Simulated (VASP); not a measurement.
# TePb (Fm-3m) in VASP: notebook

The runs below take TePb through single point, with r2SCAN, PBE.

All numbers are computed with VASP 6.6.1; they aren't measurements. Logs are shortened: lines on timing, memory, paths and dates and some standing lists are left out, and cuts for length are marked.

### Step 1. The cell of the first run

It takes space group Fm-3m (No. 225, cubic). Conventional cell: a = 6.491 Å, b = 6.491 Å, c = 6.491 Å, α = 90.00°, β = 90.00°, γ = 90.00°. Te (site symmetry m-3m) has 6 Pb at 3.25 Å within 4.3 Å. Pb (site symmetry m-3m) has 6 Te at 3.25 Å within 4.3 Å.

### Step 2. Single point, r2SCAN

The input, POSCAR:

```
TePb
1.0
    0.0000000000      3.2455545016      3.2455545016
    3.2455545016      0.0000000000      3.2455545016
    3.2455545016      3.2455545016      0.0000000000
Te Pb
1 1
Direct
    0.0000000000      0.0000000000      0.0000000000
    0.5000000000      0.5000000000      0.5000000000
```

The input, INCAR.step1:

```
SYSTEM = TePb
ALGO = Normal ; EDIFF = 1E-4
ENCUT = 520 ; GGA = PE
ISMEAR = 0 ; LASPH = .TRUE.
LCHARG = .FALSE. ; LREAL = .FALSE.
LWAVE = .TRUE. ; NBANDS = 17
NELM = 100 ; PREC = Accurate
SIGMA = 0.01
```

The input, INCAR.step2:

```
SYSTEM = TePb
ALGO = Normal ; EDIFF = 1E-6
ENCUT = 520 ; ISIF = 2
ISMEAR = 0 ; ISTART = 1
LASPH = .TRUE. ; LCHARG = .FALSE.
LMIXTAU = .TRUE. ; LREAL = .FALSE.
LWAVE = .FALSE. ; METAGGA = R2SCAN
NBANDS = 17 ; NELM = 100
PREC = Accurate ; SIGMA = 0.01
```

The input, KPOINTS:

```
k-points
0
G
  6 6 6
  0 0 0
```

Potentials or basis: VASP PAW PBE potentials, release 64 (Te, Pb_d).

Launch:

```sh
$ cat potpaw_PBE.64/Te/POTCAR potpaw_PBE.64/Pb_d/POTCAR > POTCAR
$ cp INCAR.step1 INCAR
$ mpirun -np 1 vasp_std > vasp.out
$ cp INCAR.step2 INCAR
$ mpirun -np 1 vasp_std > vasp.out
```

OUTCAR:

```text
SYSTEM = TePb
   EDIFF = 1E-6
   ENCUT = 520
   ISIF = 2
   ISMEAR = 0
   ISTART = 1
   LASPH = .TRUE.
   LREAL = .FALSE.
   METAGGA = R2SCAN
   NELM = 100
   PREC = Accurate

 ion  position               nearest neighbor table
   1  0.000  0.000  0.000-   2 3.25   2 3.25   2 3.25   2 3.25   2 3.25   2 3.25
   2  0.500  0.500  0.500-   1 3.25   1 3.25   1 3.25   1 3.25   1 3.25   1 3.25

  LATTYP: Found a face centered cubic cell.
 ALAT       =     6.4911090032

  Lattice vectors:

 A1 = (   0.0000000000,   3.2455545016,   3.2455545016)
 A2 = (   3.2455545016,   0.0000000000,   3.2455545016)
 A3 = (   3.2455545016,   3.2455545016,   0.0000000000)

Analysis of symmetry for initial positions (statically):
=====================================================================
 Subroutine PRICEL returns:
 Original cell was already a primitive cell.

 Routine SETGRP: Setting up the symmetry group for a
 face centered cubic supercell.

 Subroutine GETGRP returns: Found 48 space group operations
 (whereof 48 operations were pure point group operations)
 out of a pool of 48 trial point group operations.

The static configuration has the point symmetry O_h .

Analysis of symmetry for dynamics (positions and initial velocities):
=====================================================================
 Subroutine PRICEL returns:
 Original cell was already a primitive cell.

 Routine SETGRP: Setting up the symmetry group for a
 face centered cubic supercell.

 Subroutine GETGRP returns: Found 48 space group operations
 (whereof 48 operations were pure point group operations)
 out of a pool of 48 trial point group operations.

The dynamic configuration has the point symmetry O_h .

 Subroutine INISYM returns: Found 48 space group operations
 (whereof 48 operations are pure point group operations),
 and found     1 'primitive' translations

----------------------------------------------------------------------------------------

                                     Primitive cell

  volume of cell :      68.3749

  direct lattice vectors                    reciprocal lattice vectors
     0.000000000  3.245554502  3.245554502    -0.154056880  0.154056880  0.154056880
     3.245554502  0.000000000  3.245554502     0.154056880 -0.154056880  0.154056880
     3.245554502  3.245554502  0.000000000     0.154056880  0.154056880 -0.154056880

  length of vectors
     4.589907194  4.589907194  4.589907194     0.266834343  0.266834343  0.266834343

  position of ions in fractional coordinates (direct lattice)
     0.000000000  0.000000000  0.000000000
     0.500000000  0.500000000  0.500000000

  ion indices of the primitive-cell ions
   primitive index   ion index
                 1           1
                 2           2

----------------------------------------------------------------------------------------

 KPOINTS: k-points

Automatic generation of k-mesh.
 Grid dimensions read from file:
 generate k-points for:    6    6    6

 Generating k-lattice:

  Cartesian coordinates                     Fractional coordinates (reciprocal lattice)
    -0.025676147  0.025676147  0.025676147     0.166666667  0.000000000  0.000000000
     0.025676147 -0.025676147  0.025676147     0.000000000  0.166666667  0.000000000
     0.025676147  0.025676147 -0.025676147     0.000000000  0.000000000  0.166666667

  Length of vectors
     0.044472391  0.044472391  0.044472391

  Shift w.r.t. Gamma in fractional coordinates (k-lattice)
     0.000000000  0.000000000  0.000000000

 Subroutine IBZKPT returns following result:
 ===========================================

 Found     16 irreducible k-points:

 Following reciprocal coordinates:
            Coordinates               Weight
  0.000000  0.000000  0.000000      1.000000
  0.166667  0.000000  0.000000      8.000000
  0.333333  0.000000  0.000000      8.000000
  0.500000  0.000000  0.000000      4.000000
  0.166667  0.166667  0.000000      6.000000
  0.333333  0.166667  0.000000     24.000000
[... 8 lines left out ...]
 -0.333333  0.333333  0.166667     24.000000
 -0.333333  0.500000  0.166667     12.000000
   k-points           NKPTS =     16   k-points in BZ     NKDIM =     16   number of bands    NBANDS=     17
   number of dos      NEDOS =    301   number of ions     NIONS =      2
   total plane-waves  NPLWV =  46656
   dimension x,y,z NGX =    36 NGY =   36 NGZ =   36
   dimension x,y,z NGXF=    72 NGYF=   72 NGZF=   72
   ions per type =               1   1
   NGX,Y,Z   is equivalent  to a cutoff of  13.04, 13.04, 13.04 a.u.
   NGXF,Y,Z  is equivalent  to a cutoff of  26.08, 26.08, 26.08 a.u.
 SYSTEM =  TePb
   PREC   = accura    normal or accurate (medium, high low for compatibility)
   ISTART =      1    job   : 0-new  1-cont  2-samecut
   ICHARG =      0    charge: 1-file 2-atom 10-const
   ISPIN  =      1    spin polarized calculation?
   LNONCOLLINEAR =      F non collinear calculations
   LSORBIT =      F    spin-orbit coupling
   LASPH  =      T    aspherical Exc in radial PAW
   ENCUT  =  520.0 eV  38.22 Ry    6.18 a.u.   8.53  8.53  8.53*2*pi/ulx,y,z
   NELM   =    100;   NELMIN=  2; NELMDL=  0     # of ELM steps
   EDIFF  = 0.1E-05   stopping-criterion for ELM
   LREAL  =      F    real-space projection
   EDIFFG = 0.1E-04   stopping-criterion for IOM
   NSW    =      0    number of steps for IOM
   IBRION =     -1    ionic relax: 0-MD 1-quasi-New 2-CG
   NFREE  =      0    steps in history (QN), initial steepest desc. (CG)
   ISIF   =      2    stress and relaxation
   ISYM   =      2    0-nonsym 1-usesym 2-fastsym
   POTIM  = 0.5000    time-step for ionic-motion
   TEBEG  =    0.0;   TEEND  =   0.0 temperature during run
   PSTRESS=    0.0 pullay stress
   NELECT =      20.0000    total number of electrons
   NUPDOWN=      -1.0000    fix difference up-down
   EMIN   =  10.00;   EMAX   =-10.00  energy-range for DOS
   EFERMI =   0.00;   METHOD = LEGACY
   ISMEAR =     0;   SIGMA  =   0.01  broadening in eV -4-tet -1-fermi 0-gaus
   EFERMI_NEDOS =   21; number of points for ismear=-14 and -15
   IALGO  =     38    algorithm
   IMIX   =      4    mixing-type and parameters
     AMIX     =   0.40;   BMIX     =  1.00
     AMIX_MAG =   1.60;   BMIX_MAG =  1.00
  volume/ion in A,a.u.               =      34.19       230.71
  Fermi-wavevector in a.u.,A,eV,Ry     =   1.086724  2.053611 16.068059  1.180969
  Thomas-Fermi vector in A             =   2.222867
   LORBIT       =      0    0 simple, 1 ext, 2 COOP (PROOUT), +10 PAW based schemes
   METAGGA = R2SCAN    functional components
   LHFCALC =     F    Hartree Fock is set to
   AEXX    =    0.0000 exact exchange contribution
   IVDW    =     0    specifies the selected vdW correction
   LEPSILON=     F    determine dielectric tensor
   LRPA    =     F    only Hartree local field effects (RPA)
 non-spin polarized calculation
 Gauss-broadening in eV      SIGMA  =   0.01
  energy-cutoff  :      520.00
  volume of cell :       68.37
 maximum number of plane-waves:      1868
 NGX is ok and might be reduce to    36
   NGX = 17   NGY = 17   NGZ = 17

 number of electron      20.0000003 magnetization

 Free energy of the ion-electron system (eV)
  ---------------------------------------------------
  ext. energy  EPLUGINS =         0.00000000
  ---------------------------------------------------
  free energy    TOTEN  =       -82.70222182 eV

  energy without entropy =      -82.70222182  energy(sigma->0) =      -82.70222182

 E-fermi :   5.3932     XC(G=0):  -9.7513

 val. band max:        5.3373262147   @ k =   0.5000   0.0000   0.0000
 cond. band min:       6.3875661164   @ k =   0.5000   0.0000   0.0000
 fundamental gap:      1.0502399017
 Fermi energy:         5.3932448809

 k-point     1 :       0.0000    0.0000    0.0000
  band No.  band energies     occupation
      1     -12.0167      2.00000
      2     -12.0167      2.00000
      3     -12.0058      2.00000
      4     -12.0058      2.00000
      5     -12.0058      2.00000
      6      -7.0645      2.00000
[... 9 lines left out ...]
     16      11.5493      0.00000
     17      13.2056      0.00000

 k-point     2 :       0.1667    0.0000    0.0000
  band No.  band energies     occupation
      1     -12.0202      2.00000
      2     -12.0202      2.00000
      3     -12.0052      2.00000
      4     -12.0022      2.00000
      5     -12.0022      2.00000
      6      -6.8206      2.00000
[... 9 lines left out ...]
     16      12.0680      0.00000
     17      14.8840      0.00000

 k-point     3 :       0.3333    0.0000    0.0000
  band No.  band energies     occupation
      1     -12.0282      2.00000
      2     -12.0282      2.00000
      3     -12.0040      2.00000
      4     -11.9938      2.00000
      5     -11.9938      2.00000
      6      -6.1554      2.00000
[... 9 lines left out ...]
     16      13.4616      0.00000
     17      16.8694      0.00000

 k-point     4 :       0.5000    0.0000    0.0000
  band No.  band energies     occupation
      1     -12.0323      2.00000
      2     -12.0323      2.00000
      3     -12.0035      2.00000
      4     -11.9895      2.00000
      5     -11.9895      2.00000
      6      -5.5883      2.00000
[... 9 lines left out ...]
     16      15.0402      0.00000
     17      15.0402      0.00000
[... 183 lines left out ...]
      1     -12.0515      2.00000
      2     -12.0191      2.00000
      3     -12.0056      2.00000
      4     -11.9912      2.00000
      5     -11.9879      2.00000
      6      -5.6732      2.00000
[... 9 lines left out ...]
     16      14.8960      0.00000
     17      15.4527      0.00000

 k-point    15 :      -0.3333    0.3333    0.1667
  band No.  band energies     occupation
      1     -12.0549      2.00000
      2     -12.0222      2.00000
      3     -11.9990      2.00000
      4     -11.9967      2.00000
      5     -11.9844      2.00000
      6      -5.2826      2.00000
[... 9 lines left out ...]
     16      16.0889      0.00000
     17      16.4204      0.00000

 k-point    16 :      -0.3333    0.5000    0.1667
  band No.  band energies     occupation
      1     -12.0683      2.00000
      2     -12.0150      2.00000
      3     -12.0070      2.00000
      4     -11.9900      2.00000
      5     -11.9811      2.00000
      6      -5.2138      2.00000
[... 9 lines left out ...]
     16      16.5670      0.00000
     17      17.4076      0.00000

------------------------ aborting loop because EDIFF is reached ----------------------------------------

  FORCE on cell =-STRESS in cart. coord.  units (eV):
  Direction    XX          YY          ZZ          XY          YZ          ZX
  --------------------------------------------------------------------------------------
  -------------------------------------------------------------------------------------
  Total        0.3829502      0.3829502      0.3829502      0.0000000      0.0000000     -0.0000000
  in kB        8.9733827      8.9733827      8.9733827      0.0000000      0.0000000     -0.0000000
  external PRESSURE =       8.9733827 kB  Pullay stress =       0.0000000 kB

 VOLUME and BASIS-vectors are now :
 -----------------------------------------------------------------------------
  energy-cutoff  :      520.00
  volume of cell :       68.37
      direct lattice vectors                 reciprocal lattice vectors
     0.000000000  3.245554502  3.245554502    -0.154056880  0.154056880  0.154056880
     3.245554502  0.000000000  3.245554502     0.154056880 -0.154056880  0.154056880
     3.245554502  3.245554502  0.000000000     0.154056880  0.154056880 -0.154056880

 POSITION                                       TOTAL-FORCE (eV/Angst)
 -----------------------------------------------------------------------------------
      0.00000      0.00000      0.00000         0.000000     -0.000000     -0.000000
      3.24555      3.24555      3.24555        -0.000000      0.000000      0.000000
 -----------------------------------------------------------------------------------
    total drift:                                0.000000      0.000000      0.000000

  FREE ENERGIE OF THE ION-ELECTRON SYSTEM (eV)
  ---------------------------------------------------
  free  energy   TOTEN  =       -82.7022218168 eV

  energy  without entropy=      -82.7022218168  energy(sigma->0) =      -82.70222182
```

Wall time 48 s (1 thread of Intel Xeon Platinum 8488C (Sapphire Rapids), shared host); peak memory 0.22 GiB.

Results:

- Free energy: -82.7022 eV
- Pressure: 0.9 GPa
- Band gap on the k mesh: 1.05 eV, direct

Caveat: the PAW data sets were made with another functional, which shifts forces and pressure a little; spin-orbit coupling is left out, which moves the levels of the heavy elements. A k mesh can miss the band edges.

(Continued in part 2 of 2.)
